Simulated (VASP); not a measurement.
# Sb (Pm-3m) in VASP: notebook

Sb is run at these levels: r2SCAN; tasks: single point, relaxation of cell and atoms.

Everything below comes from runs of VASP 6.6.1. Logs are shortened: lines on timing, memory, paths and dates and some standing lists are left out, and cuts for length are marked.

## (1) The cell of the first run

Symmetry: Pm-3m, No. 221, cubic system. Conventional cell: a = 3.087 Å, b = 3.087 Å, c = 3.087 Å, α = 90.00°, β = 90.00°, γ = 90.00°. Sb (site symmetry m-3m) has 6 Sb at 3.09 Å within 4.1 Å.

This isn't the form of Sb at room conditions, which is rhombohedral.

## (2) Single point, r2SCAN

Contents of POSCAR:

```
Sb
1.0
    3.0872461144      0.0000000000      0.0000000000
    0.0000000000      3.0872461144      0.0000000000
    0.0000000000      0.0000000000      3.0872461144
Sb
1
Direct
    0.0000000000      0.0000000000      0.0000000000
```

Contents of INCAR.step1:

```
SYSTEM = Sb
PREC = Accurate ; ENCUT = 520
ISMEAR = 0 ; SIGMA = 0.1
LREAL = .False. ; LASPH = .True.
NELM = 100 ; NBANDS = 8
GGA = PE ; ALGO = Normal
EDIFF = 1E-4 ; LWAVE = .True.
LCHARG = .False.
```

Contents of INCAR.step2:

```
SYSTEM = Sb
PREC = Accurate ; ENCUT = 520
EDIFF = 1E-6 ; ISMEAR = 0
SIGMA = 0.1 ; LREAL = .False.
LASPH = .True. ; NELM = 100
ALGO = Normal ; ISIF = 2
LWAVE = .False. ; LCHARG = .False.
METAGGA = R2SCAN ; LMIXTAU = .True.
NBANDS = 8 ; ISTART = 1
```

Contents of KPOINTS:

```
Automatic mesh
0
Gamma
  18 18 18
  0 0 0
```

Potentials or basis: VASP PAW PBE potentials, release 64 (Sb).

Started as:

```
$ cat potpaw_PBE.64/Sb/POTCAR > POTCAR
$ cp INCAR.step1 INCAR
$ mpirun -np 1 vasp_std > vasp.out
$ cp INCAR.step2 INCAR
$ mpirun -np 1 vasp_std > vasp.out
```

OUTCAR:

```text
SYSTEM = Sb
   PREC = Accurate
   ENCUT = 520
   EDIFF = 1E-6
   ISMEAR = 0
   LREAL = .False.
   LASPH = .True.
   NELM = 100
   ISIF = 2
   METAGGA = R2SCAN
   ISTART = 1

 ion  position               nearest neighbor table
   1  0.000  0.000  0.000-

  LATTYP: Found a simple cubic cell.
 ALAT       =     3.0872461144

  Lattice vectors:

 A1 = (   3.0872461144,   0.0000000000,   0.0000000000)
 A2 = (   0.0000000000,   3.0872461144,   0.0000000000)
 A3 = (   0.0000000000,   0.0000000000,   3.0872461144)

Analysis of symmetry for initial positions (statically):
=====================================================================
 Subroutine PRICEL returns:
 Original cell was already a primitive cell.

 Routine SETGRP: Setting up the symmetry group for a
 simple cubic supercell.

 Subroutine GETGRP returns: Found 48 space group operations
 (whereof 48 operations were pure point group operations)
 out of a pool of 48 trial point group operations.

The static configuration has the point symmetry O_h .

Analysis of symmetry for dynamics (positions and initial velocities):
=====================================================================
 Subroutine PRICEL returns:
 Original cell was already a primitive cell.

 Routine SETGRP: Setting up the symmetry group for a
 simple cubic supercell.

 Subroutine GETGRP returns: Found 48 space group operations
 (whereof 48 operations were pure point group operations)
 out of a pool of 48 trial point group operations.

The dynamic configuration has the point symmetry O_h .

 Subroutine INISYM returns: Found 48 space group operations
 (whereof 48 operations are pure point group operations),
 and found     1 'primitive' translations

----------------------------------------------------------------------------------------

                                     Primitive cell

  volume of cell :      29.4248

  direct lattice vectors                    reciprocal lattice vectors
     3.087246114  0.000000000  0.000000000     0.323913275  0.000000000  0.000000000
     0.000000000  3.087246114  0.000000000     0.000000000  0.323913275  0.000000000
     0.000000000  0.000000000  3.087246114     0.000000000  0.000000000  0.323913275

  length of vectors
     3.087246114  3.087246114  3.087246114     0.323913275  0.323913275  0.323913275

  position of ions in fractional coordinates (direct lattice)
     0.000000000  0.000000000  0.000000000

  ion indices of the primitive-cell ions
   primitive index   ion index
[... 71 lines left out ...]
   ENCUT  =  520.0 eV  38.22 Ry    6.18 a.u.   5.74  5.74  5.74*2*pi/ulx,y,z
   NELM   =    100;   NELMIN=  2; NELMDL=  0     # of ELM steps
   EDIFF  = 0.1E-05   stopping-criterion for ELM
   LREAL  =      F    real-space projection
   EDIFFG = 0.1E-04   stopping-criterion for IOM
   NSW    =      0    number of steps for IOM
   IBRION =     -1    ionic relax: 0-MD 1-quasi-New 2-CG
   NFREE  =      0    steps in history (QN), initial steepest desc. (CG)
   ISIF   =      2    stress and relaxation
   ISYM   =      2    0-nonsym 1-usesym 2-fastsym
   POTIM  = 0.5000    time-step for ionic-motion
   TEBEG  =    0.0;   TEEND  =   0.0 temperature during run
   PSTRESS=    0.0 pullay stress
   NELECT =       5.0000    total number of electrons
   NUPDOWN=      -1.0000    fix difference up-down
   EMIN   =  10.00;   EMAX   =-10.00  energy-range for DOS
   EFERMI =   0.00;   METHOD = LEGACY
   ISMEAR =     0;   SIGMA  =   0.10  broadening in eV -4-tet -1-fermi 0-gaus
   EFERMI_NEDOS =   21; number of points for ismear=-14 and -15
   IALGO  =     38    algorithm
   IMIX   =      4    mixing-type and parameters
     AMIX     =   0.40;   BMIX     =  1.00
     AMIX_MAG =   1.60;   BMIX_MAG =  1.00
  volume/ion in A,a.u.               =      29.42       198.57
  Fermi-wavevector in a.u.,A,eV,Ry     =   0.906763  1.713533 11.186960  0.822218
  Thomas-Fermi vector in A             =   2.030489
   LORBIT       =      0    0 simple, 1 ext, 2 COOP (PROOUT), +10 PAW based schemes
   METAGGA = R2SCAN    functional components
   LHFCALC =     F    Hartree Fock is set to
   AEXX    =    0.0000 exact exchange contribution
   IVDW    =     0    specifies the selected vdW correction
   LEPSILON=     F    determine dielectric tensor
   LRPA    =     F    only Hartree local field effects (RPA)
 non-spin polarized calculation
 Gauss-broadening in eV      SIGMA  =   0.10
  energy-cutoff  :      520.00
  volume of cell :       29.42
 maximum number of plane-waves:       840
 NGX is ok and might be reduce to    24
   NGX = 11   NGY = 11   NGZ = 11

 number of electron       4.9999999 magnetization

 Free energy of the ion-electron system (eV)
  ---------------------------------------------------
  ext. energy  EPLUGINS =         0.00000000
  ---------------------------------------------------
  free energy    TOTEN  =       -25.64169203 eV

  energy without entropy =      -25.63898520  energy(sigma->0) =      -25.64033862

 E-fermi :   7.2703     XC(G=0): -10.1701

 val. band max:        7.2641475097   @ k =   0.3889   0.3889   0.3333
 cond. band min:       7.2741064801   @ k =   0.4444   0.2778   0.2222
 fundamental gap:      0.0099589704
 Fermi energy:         7.2703274105

 k-point     1 :       0.0000    0.0000    0.0000
  band No.  band energies     occupation
      1      -5.8507      2.00000
      2      10.7121      0.00000
      3      10.7121      0.00000
      4      10.7121      0.00000
      5      14.4929      0.00000
      6      14.4929      0.00000
      7      16.4672      0.00000
      8      25.7647      0.00000
[... 243 lines left out ...]
 k-point    24 :       0.3333    0.1111    0.0000
  band No.  band energies     occupation
      1      -4.0489      2.00000
      2       3.4488      2.00000
      3      10.2317      0.00000
      4      12.3675      0.00000
      5      16.4500      0.00000
      6      17.4746      0.00000
      7      19.3207      0.00000
      8      20.7461      0.00000

 [... further k-points ...]
[... 5 lines left out ...]
  --------------------------------------------------------------------------------------
  -------------------------------------------------------------------------------------
  Total        0.0042746      0.0042746      0.0042746     -0.0000000      0.0000000     -0.0000000
  in kB        0.2327528      0.2327528      0.2327528     -0.0000000      0.0000000     -0.0000000
  external PRESSURE =       0.2327528 kB  Pullay stress =       0.0000000 kB

 VOLUME and BASIS-vectors are now :
 -----------------------------------------------------------------------------
  energy-cutoff  :      520.00
  volume of cell :       29.42
      direct lattice vectors                 reciprocal lattice vectors
     3.087246114  0.000000000  0.000000000     0.323913275  0.000000000  0.000000000
     0.000000000  3.087246114  0.000000000     0.000000000  0.323913275  0.000000000
     0.000000000  0.000000000  3.087246114     0.000000000  0.000000000  0.323913275

 POSITION                                       TOTAL-FORCE (eV/Angst)
 -----------------------------------------------------------------------------------
      0.00000      0.00000      0.00000         0.000000      0.000000      0.000000
 -----------------------------------------------------------------------------------
    total drift:                                0.000000     -0.000000      0.000000

  FREE ENERGIE OF THE ION-ELECTRON SYSTEM (eV)
  ---------------------------------------------------
  free  energy   TOTEN  =       -25.6416920304 eV

  energy  without entropy=      -25.6389852011  energy(sigma->0) =      -25.64033862
```

It took 73 s on 1 thread of AMD EPYC 9R45 (Zen 5), shared host; peak memory 0.15 GiB.

Results:

| Property | Result |
| --- | --- |
| Free energy | -25.6417 eV |
| Pressure | 0.0 GPa |
| Band gap on the k mesh | zero (an odd number of electrons rules out a gap without spin polarisation) |

Caveat: the PAW data sets were made with another functional, which shifts forces and pressure a little; spin-orbit coupling is left out, which moves the levels of the heavy elements; an odd number of electrons without spin polarisation forces a metal; a magnetic or distorted state may lie lower.

## (3) Relaxation of cell and atoms, r2SCAN

This run uses another cell than the first one, of 29.54 Å³/atom.

Contents of POSCAR:

```
Sb
1.0
    3.0913516215      0.0000000000      0.0000000000
    0.0000000000      3.0913516215      0.0000000000
    0.0000000000      0.0000000000      3.0913516215
Sb
1
Direct
    0.0000000000      0.0000000000      0.0000000000
```

Contents of INCAR.step1:

```
SYSTEM = Sb
PREC = Accurate
ENCUT = 600
ISMEAR = 0
SIGMA = 0.1
LREAL = .FALSE.
LASPH = .TRUE.
NELM = 100
GGA = PE
ALGO = Normal
EDIFF = 1E-4
LWAVE = .TRUE.
LCHARG = .FALSE.
```

Contents of INCAR.step2:

```
SYSTEM = Sb
PREC = Accurate
ENCUT = 600
EDIFF = 1E-6
ISMEAR = 0
SIGMA = 0.1
LREAL = .FALSE.
LASPH = .TRUE.
NELM = 100
ALGO = Normal
ISIF = 3
LWAVE = .FALSE.
LCHARG = .FALSE.
METAGGA = R2SCAN
LMIXTAU = .TRUE.
IBRION = 2
NSW = 100
EDIFFG = -0.01
ISTART = 1
```

Contents of KPOINTS:

```
Automatic mesh
0
G
  18 18 18
  0 0 0
```

Potentials or basis: VASP PAW PBE potentials, release 64 (Sb).

Started as:

```
$ cat potpaw_PBE.64/Sb/POTCAR > POTCAR
$ cp INCAR.step1 INCAR
$ mpirun -np 1 vasp_std > vasp.out
$ cp INCAR.step2 INCAR
$ mpirun -np 1 vasp_std > vasp.out
```

Run time: 3.2 min. Hardware: 1 thread of AMD EPYC 9R45 (Zen 5), shared host; peak memory 0.18 GiB.

It converged, with:

* Free energy: -25.6418 eV
* Relaxed volume: 29.44 Å³/atom
* Relaxed cell: a = 3.088 Å, b = 3.088 Å, c = 3.088 Å, α = 90.00°, β = 90.00°, γ = 90.00°
* Space group after relaxing (to 0.1 Å): Pm-3m (No. 221)
* Energy gained by relaxing: 0.1 meV/atom
* Ionic steps: 3
* Pressure after relaxing: 0.0 GPa
* Band gap on the k mesh: zero (an odd number of electrons rules out a gap without spin polarisation)

Final structure:
```
CELL_PARAMETERS angstrom
3.08772 0.00000 0.00000
0.00000 3.08772 0.00000
0.00000 0.00000 3.08772
ATOMIC_POSITIONS crystal
Sb 0.00000 0.00000 0.00000
```

Levels at points of the mesh, in eV from the Fermi level:
```
           k point  band 1  band 2  band 3  band 4  band 5  band 6
(0.00, 0.00, 0.00)  -13.12    3.44    3.44    3.44    7.22    7.22
(0.50, 0.00, 0.00)  -10.50   -6.00    5.62    5.62    9.34   11.34
(0.50, 0.50, 0.00)   -7.66   -3.88   -3.88    2.39    7.88   13.58
(0.50, 0.50, 0.50)   -4.41   -1.87   -1.87   -1.87    5.12    5.12
```

Caveat: the PAW data sets were made with another functional, which shifts forces and pressure a little; spin-orbit coupling is left out, which moves the levels of the heavy elements; an odd number of electrons without spin polarisation forces a metal; a magnetic or distorted state may lie lower.
